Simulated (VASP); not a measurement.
A run of VASP 6.6.1:

Contents of INCAR:

```
PREC = Accurate ; ENCUT = 520
EDIFF = 1E-6 ; ISMEAR = 0
SIGMA = 0.1 ; LREAL = False
LASPH = True ; NELM = 100
ALGO = Normal ; ISIF = 2
LWAVE = False ; LCHARG = True
GGA = PE ; LELF = True
LVHAR = True ; NBANDS = 16
```

Contents of KPOINTS:

```
regular mesh
0
Gamma
  16 16 16
```

Contents of POSCAR:

```
CuI
1.0
    3.6535006242      0.0000000000      0.0000000000
    0.0000000000      3.6535006242      0.0000000000
    0.0000000000      0.0000000000      3.6507605873
Cu I
1 1
Direct
    0.5000000000      0.5000000000      0.5000000000
    0.0000000000      0.0000000000      0.0000000000
```

Potentials or basis: VASP PAW PBE potentials, release 64 (Cu, I).

The run is started by

```console
$ cat potpaw_PBE.64/Cu/POTCAR potpaw_PBE.64/I/POTCAR > POTCAR
$ mpirun -np 1 vasp_std > vasp.out
```

Hardware: 1 thread of AMD EPYC 7R43 64-Core Processor (Zen 3), with other jobs on the host.

Problem. How long does it take, and how much memory?

Solution. It took 2.8 min on 1 thread of AMD EPYC 7R43 64-Core Processor (Zen 3), with other jobs on the host, peak memory 0.39 GiB. Counts: scf iterations 13, k points 405.
